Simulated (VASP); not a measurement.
# Pb (Im-3m) in VASP: a series of runs

Pb is run at these levels: pbe exchange, pbesol correlation; tasks: single point.

Program: VASP 6.6.1. These are calculated values, not measurements. Logs are shortened: lines on timing, memory, paths and dates and some standing lists are left out, and cuts for length are marked.

**1. The cell of the first run**

The structure is cubic, space group Im-3m (No. 229). The conventional cell has a = 3.878 Å, b = 3.878 Å, c = 3.878 Å, α = 90.00°, β = 90.00°, γ = 90.00°. Pb (site symmetry m-3m) has 14 Pb at 3.36 to 3.88 Å within 4.4 Å.

This isn't the form of Pb at room conditions, which is fcc.

**2. Single point, pbe exchange, pbesol correlation (29.17 Å³/atom)**

Input file INCAR:

```
PREC = Accurate
ENCUT = 500
EDIFF = 1E-6
ISMEAR = 0
SIGMA = 0.01
LREAL = F
LASPH = T
NELM = 120
ALGO = Normal
ISIF = 2
LWAVE = F
LCHARG = F
GGA = LIBXC
LIBXC1 = GGA_X_PBE
LIBXC2 = GGA_C_PBE_SOL
NBANDS = 13
GGA_COMPAT = F
```

Input file KPOINTS:

```
regular mesh
0
Gamma
  9 9 9
```

Input file POSCAR:

```
Pb
1.0
   -1.9392470115      1.9392470115      1.9392470115
    1.9392470115     -1.9392470115      1.9392470115
    1.9392470115      1.9392470115     -1.9392470115
Pb
1
Direct
    0.0000000000      0.0000000000      0.0000000000
```

Potentials or basis: VASP PAW PBE potentials, release 64 (Pb_d).

Started as:

```console
cat potpaw_PBE.64/Pb_d/POTCAR > POTCAR
mpirun -np 1 vasp_std > vasp.out
```

OUTCAR:

```text
PREC = Accurate
   ENCUT = 500
   EDIFF = 1E-6
   ISMEAR = 0
   LREAL = F
   LASPH = T
   NELM = 120
   ISIF = 2
   GGA = LIBXC

 ion  position               nearest neighbor table
   1  0.000  0.000  0.000-

  LATTYP: Found a body centered cubic cell.
 ALAT       =     3.8784940230

  Lattice vectors:

 A1 = (  -1.9392470115,   1.9392470115,   1.9392470115)
 A2 = (   1.9392470115,  -1.9392470115,   1.9392470115)
 A3 = (   1.9392470115,   1.9392470115,  -1.9392470115)

Analysis of symmetry for initial positions (statically):
=====================================================================
 Subroutine PRICEL returns:
 Original cell was already a primitive cell.

 Routine SETGRP: Setting up the symmetry group for a
 body centered cubic supercell.

 Subroutine GETGRP returns: Found 48 space group operations
 (whereof 48 operations were pure point group operations)
 out of a pool of 48 trial point group operations.

The static configuration has the point symmetry O_h .

Analysis of symmetry for dynamics (positions and initial velocities):
=====================================================================
 Subroutine PRICEL returns:
 Original cell was already a primitive cell.

 Routine SETGRP: Setting up the symmetry group for a
 body centered cubic supercell.

 Subroutine GETGRP returns: Found 48 space group operations
 (whereof 48 operations were pure point group operations)
 out of a pool of 48 trial point group operations.

The dynamic configuration has the point symmetry O_h .

 Subroutine INISYM returns: Found 48 space group operations
 (whereof 48 operations are pure point group operations),
 and found     1 'primitive' translations

----------------------------------------------------------------------------------------

                                     Primitive cell

  volume of cell :      29.1715

  direct lattice vectors                    reciprocal lattice vectors
    -1.939247012  1.939247012  1.939247012     0.000000000  0.257832033  0.257832033
     1.939247012 -1.939247012  1.939247012     0.257832033  0.000000000  0.257832033
     1.939247012  1.939247012 -1.939247012     0.257832033  0.257832033  0.000000000

  length of vectors
     3.358874352  3.358874352  3.358874352     0.364629558  0.364629558  0.364629558

  position of ions in fractional coordinates (direct lattice)
     0.000000000  0.000000000  0.000000000

  ion indices of the primitive-cell ions
[... 75 lines left out ...]
   LREAL  =      F    real-space projection
   EDIFFG = 0.1E-04   stopping-criterion for IOM
   NSW    =      0    number of steps for IOM
   IBRION =     -1    ionic relax: 0-MD 1-quasi-New 2-CG
   NFREE  =      0    steps in history (QN), initial steepest desc. (CG)
   ISIF   =      2    stress and relaxation
   ISYM   =      2    0-nonsym 1-usesym 2-fastsym
   POTIM  = 0.5000    time-step for ionic-motion
   TEBEG  =    0.0;   TEEND  =   0.0 temperature during run
   PSTRESS=    0.0 pullay stress
   NELECT =      14.0000    total number of electrons
   NUPDOWN=      -1.0000    fix difference up-down
   EMIN   =  10.00;   EMAX   =-10.00  energy-range for DOS
   EFERMI =   0.00;   METHOD = LEGACY
   ISMEAR =     0;   SIGMA  =   0.01  broadening in eV -4-tet -1-fermi 0-gaus
   EFERMI_NEDOS =   21; number of points for ismear=-14 and -15
   IALGO  =     38    algorithm
   IMIX   =      4    mixing-type and parameters
     AMIX     =   0.40;   BMIX     =  1.00
     AMIX_MAG =   1.60;   BMIX_MAG =  1.00
  volume/ion in A,a.u.               =      29.17       196.86
  Fermi-wavevector in a.u.,A,eV,Ry     =   1.281733  2.422125 22.352203  1.642841
  Thomas-Fermi vector in A             =   2.414086
   LORBIT       =      0    0 simple, 1 ext, 2 COOP (PROOUT), +10 PAW based schemes
   GGA     = LIBXC    functional components
   LHFCALC =     F    Hartree Fock is set to
   AEXX    =    0.0000 exact exchange contribution
   IVDW    =     0    specifies the selected vdW correction
   LEPSILON=     F    determine dielectric tensor
   LRPA    =     F    only Hartree local field effects (RPA)
 non-spin polarized calculation
 Gauss-broadening in eV      SIGMA  =   0.01
  energy-cutoff  :      500.00
  volume of cell :       29.17
 maximum number of plane-waves:       767
   NGX = 13   NGY = 13   NGZ = 13

 number of electron      14.0000008 magnetization

 Free energy of the ion-electron system (eV)
  ---------------------------------------------------
  ext. energy  EPLUGINS =         0.00000000
  ---------------------------------------------------
  free energy    TOTEN  =        -3.39472235 eV

  energy without entropy =       -3.39468088  energy(sigma->0) =       -3.39470161

 E-fermi :   7.8452     XC(G=0): -10.3661

 val. band max:        7.6448102994   @ k =  -0.3333   0.3333   0.3333
 cond. band min:       7.8574102762   @ k =   0.2222   0.2222   0.1111
 fundamental gap:      0.2125999768
 Fermi energy:         7.8451655599

 k-point     1 :       0.0000    0.0000    0.0000
  band No.  band energies     occupation
      1      -9.5196      2.00000
      2      -9.5196      2.00000
      3      -9.5196      2.00000
      4      -9.2516      2.00000
      5      -9.2516      2.00000
      6      -4.3608      2.00000
      7      15.5965      0.00000
      8      15.5965      0.00000
      9      15.5965      0.00000
     10      18.9515      0.00000
     11      18.9515      0.00000
     12      18.9515      0.00000
     13      20.2713      0.00000
[... 354 lines left out ...]
  band No.  band energies     occupation
      1      -9.5196      2.00000
      2      -9.4598      2.00000
      3      -9.3444      2.00000
      4      -9.2736      2.00000
      5      -9.1161      2.00000
      6       0.2294      2.00000
      7       4.2967      2.00000
      8       8.3889      0.00000
      9      12.4410      0.00000
     10      16.8401      0.00000
     11      18.2854      0.00000
     12      18.9938      0.00000
     13      20.8966      0.00000

 [... further k-points ...]
[... 5 lines left out ...]
  --------------------------------------------------------------------------------------
  -------------------------------------------------------------------------------------
  Total        0.8500285      0.8500285      0.8500285      0.0000000      0.0000000     -0.0000000
  in kB       46.6857884     46.6857884     46.6857884      0.0000000      0.0000000     -0.0000000
  external PRESSURE =      46.6857884 kB  Pullay stress =       0.0000000 kB

 VOLUME and BASIS-vectors are now :
 -----------------------------------------------------------------------------
  energy-cutoff  :      500.00
  volume of cell :       29.17
      direct lattice vectors                 reciprocal lattice vectors
    -1.939247012  1.939247012  1.939247012     0.000000000  0.257832033  0.257832033
     1.939247012 -1.939247012  1.939247012     0.257832033  0.000000000  0.257832033
     1.939247012  1.939247012 -1.939247012     0.257832033  0.257832033  0.000000000

 POSITION                                       TOTAL-FORCE (eV/Angst)
 -----------------------------------------------------------------------------------
      0.00000      0.00000      0.00000        -0.000000      0.000000      0.000000
 -----------------------------------------------------------------------------------
    total drift:                                0.000000      0.000000     -0.000000

  FREE ENERGIE OF THE ION-ELECTRON SYSTEM (eV)
  ---------------------------------------------------
  free  energy   TOTEN  =        -3.3947223475 eV

  energy  without entropy=       -3.3946808752  energy(sigma->0) =       -3.39470161
```

stdout:

```text
POSCAR found type information on POSCAR Pb
 POSCAR found :  1 types and       1 ions
 scaLAPACK will be used
 -----------------------------------------------------------------------------
|                                                                             |
|                                                                             |
|     You enforced a specific xc type in the INCAR file but a different       |
|     I HOPE YOU KNOW WHAT YOU ARE DOING!                                     |
|                                                                             |
 -----------------------------------------------------------------------------

 LDA part: xc-table for (None,None), standard interpolation
 POSCAR, INCAR and KPOINTS ok, starting setup
 FFT: planning ... GRIDC
 FFT: planning ... GRID_SOFT
 FFT: planning ... GRID
 WAVECAR not read
 entering main loop
```

It took 4.3 s on 1 thread of Intel Xeon 6975P-C (Granite Rapids), shared host; peak memory 0.14 GiB.

Results:

| Item | Value |
| --- | --- |
| Free energy | -3.3947 eV |
| Pressure | 4.7 GPa |
| Band gap on the k mesh | zero (bands 7 and 8 overlap by 10.05 eV) |

Caveat: the cell stands under pressure; the PAW data sets were made with another functional, which shifts forces and pressure a little; spin-orbit coupling is left out, which moves the levels of the heavy elements.

**3. Single point, pbe exchange, pbesol correlation (29.79 Å³/atom)**

This run uses another cell than the first one, of 29.79 Å³/atom.

Input file INCAR:

```
SYSTEM = Pb
ALGO = Normal
EDIFF = 1E-6
ENCUT = 500
GGA = LIBXC
GGA_COMPAT = .FALSE.
ISIF = 2
ISMEAR = 0
LASPH = .TRUE.
LCHARG = .TRUE.
LELF = .TRUE.
LIBXC1 = GGA_X_PBE
LIBXC2 = GGA_C_PBE_SOL
LREAL = .FALSE.
LVHAR = .TRUE.
LWAVE = .FALSE.
NBANDS = 13
NELM = 120
PREC = Accurate
SIGMA = 0.01
```

Input file KPOINTS:

```
k-points
0
G
  9 9 9
  0 0 0
```

Input file POSCAR:

```
Pb
1.0
   -1.9529041306      1.9529041306      1.9529041306
    1.9529041306     -1.9529041306      1.9529041306
    1.9529041306      1.9529041306     -1.9529041306
Pb
1
Direct
    0.0000000000      0.0000000000      0.0000000000
```

Potentials or basis: VASP PAW PBE potentials, release 64 (Pb_d).

Started as:

```console
cat potpaw_PBE.64/Pb_d/POTCAR > POTCAR
mpirun -np 1 vasp_std > vasp.out
```

OUTCAR:

```text
SYSTEM = Pb
   EDIFF = 1E-6
   ENCUT = 500
   GGA = LIBXC
   ISIF = 2
   ISMEAR = 0
   LASPH = .TRUE.
   LREAL = .FALSE.
   NELM = 120
   PREC = Accurate

 ion  position               nearest neighbor table
   1  0.000  0.000  0.000-

  LATTYP: Found a body centered cubic cell.
 ALAT       =     3.9058082612

  Lattice vectors:

 A1 = (  -1.9529041306,   1.9529041306,   1.9529041306)
 A2 = (   1.9529041306,  -1.9529041306,   1.9529041306)
 A3 = (   1.9529041306,   1.9529041306,  -1.9529041306)

Analysis of symmetry for initial positions (statically):
=====================================================================
 Subroutine PRICEL returns:
 Original cell was already a primitive cell.

 Routine SETGRP: Setting up the symmetry group for a
 body centered cubic supercell.

 Subroutine GETGRP returns: Found 48 space group operations
 (whereof 48 operations were pure point group operations)
 out of a pool of 48 trial point group operations.

The static configuration has the point symmetry O_h .

Analysis of symmetry for dynamics (positions and initial velocities):
=====================================================================
 Subroutine PRICEL returns:
 Original cell was already a primitive cell.

 Routine SETGRP: Setting up the symmetry group for a
 body centered cubic supercell.

 Subroutine GETGRP returns: Found 48 space group operations
 (whereof 48 operations were pure point group operations)
 out of a pool of 48 trial point group operations.

The dynamic configuration has the point symmetry O_h .

 Subroutine INISYM returns: Found 48 space group operations
 (whereof 48 operations are pure point group operations),
 and found     1 'primitive' translations

----------------------------------------------------------------------------------------

[... 109 lines left out ...]
     AMIX     =   0.40;   BMIX     =  1.00
     AMIX_MAG =   1.60;   BMIX_MAG =  1.00
  volume/ion in A,a.u.               =      29.79       201.05
  Fermi-wavevector in a.u.,A,eV,Ry     =   1.272770  2.405186 22.040668  1.619943
  Thomas-Fermi vector in A             =   2.405630
   LORBIT       =      0    0 simple, 1 ext, 2 COOP (PROOUT), +10 PAW based schemes
   GGA     = LIBXC    functional components
   LHFCALC =     F    Hartree Fock is set to
   AEXX    =    0.0000 exact exchange contribution
   IVDW    =     0    specifies the selected vdW correction
   LEPSILON=     F    determine dielectric tensor
   LRPA    =     F    only Hartree local field effects (RPA)
 non-spin polarized calculation
 Gauss-broadening in eV      SIGMA  =   0.01
  energy-cutoff  :      500.00
  volume of cell :       29.79
 maximum number of plane-waves:       767
 NGX is ok and might be reduce to    28
   NGX = 13   NGY = 13   NGZ = 13

 number of electron      14.0000003 magnetization

 Free energy of the ion-electron system (eV)
  ---------------------------------------------------
  ext. energy  EPLUGINS =         0.00000000
  ---------------------------------------------------
  free energy    TOTEN  =        -3.41057414 eV

  energy without entropy =       -3.41053266  energy(sigma->0) =       -3.41055340

 E-fermi :   7.6138     XC(G=0): -10.2647

 val. band max:        7.3699747803   @ k =   0.3333   0.2222   0.0000
 cond. band min:       7.6260590030   @ k =   0.2222   0.2222   0.1111
 fundamental gap:      0.2560842226
 Fermi energy:         7.6138142855

 k-point     1 :       0.0000    0.0000    0.0000
  band No.  band energies     occupation
      1      -9.7432      2.00000
      2      -9.7432      2.00000
      3      -9.7432      2.00000
      4      -9.4906      2.00000
      5      -9.4906      2.00000
      6      -4.4577      2.00000
      7      15.1581      0.00000
      8      15.1581      0.00000
      9      15.1581      0.00000
     10      18.6784      0.00000
     11      18.6784      0.00000
     12      18.6784      0.00000
     13      19.6904      0.00000
[... 354 lines left out ...]
  band No.  band energies     occupation
      1      -9.7418      2.00000
      2      -9.6847      2.00000
      3      -9.5773      2.00000
      4      -9.5109      2.00000
      5      -9.3630      2.00000
      6      -0.0171      2.00000
      7       4.1369      2.00000
      8       8.1373      0.00000
      9      12.1008      0.00000
     10      16.4819      0.00000
     11      17.9129      0.00000
     12      18.6581      0.00000
     13      20.4989      0.00000

 [... further k-points ...]
[... 5 lines left out ...]
  --------------------------------------------------------------------------------------
  -------------------------------------------------------------------------------------
  Total        0.6333202      0.6333202      0.6333202     -0.0000000     -0.0000000     -0.0000000
  in kB       34.0589424     34.0589424     34.0589424     -0.0000000     -0.0000000     -0.0000000
  external PRESSURE =      34.0589424 kB  Pullay stress =       0.0000000 kB

 VOLUME and BASIS-vectors are now :
 -----------------------------------------------------------------------------
  energy-cutoff  :      500.00
  volume of cell :       29.79
      direct lattice vectors                 reciprocal lattice vectors
    -1.952904131  1.952904131  1.952904131     0.000000000  0.256028953  0.256028953
     1.952904131 -1.952904131  1.952904131     0.256028953  0.000000000  0.256028953
     1.952904131  1.952904131 -1.952904131     0.256028953  0.256028953  0.000000000

 POSITION                                       TOTAL-FORCE (eV/Angst)
 -----------------------------------------------------------------------------------
      0.00000      0.00000      0.00000         0.000000     -0.000000      0.000000
 -----------------------------------------------------------------------------------
    total drift:                                0.000000     -0.000000     -0.000000

  FREE ENERGIE OF THE ION-ELECTRON SYSTEM (eV)
  ---------------------------------------------------
  free  energy   TOTEN  =        -3.4105741364 eV

  energy  without entropy=       -3.4105326641  energy(sigma->0) =       -3.41055340
```

Run time: 7.9 s. Hardware: 1 thread of Intel Xeon 6975P-C (Granite Rapids), shared host; peak memory 0.16 GiB.

Results:

```
Free energy            : -3.4106 eV
Pressure               : 3.4 GPa
Band gap on the k mesh : zero (bands 7 and 8 overlap by 9.80 eV)
```

Levels at points of the mesh, in eV from the Fermi level:
| k point | band 5 | band 6 | band 7 | band 8 | band 9 | band 10 |
| --- | --- | --- | --- | --- | --- | --- |
| (0.00, 0.00, 0.00) | -17.10 | -12.07 | 7.54 | 7.54 | 7.54 | 11.06 |

Caveat: the cell stands under pressure; the PAW data sets were made with another functional, which shifts forces and pressure a little; spin-orbit coupling is left out, which moves the levels of the heavy elements.
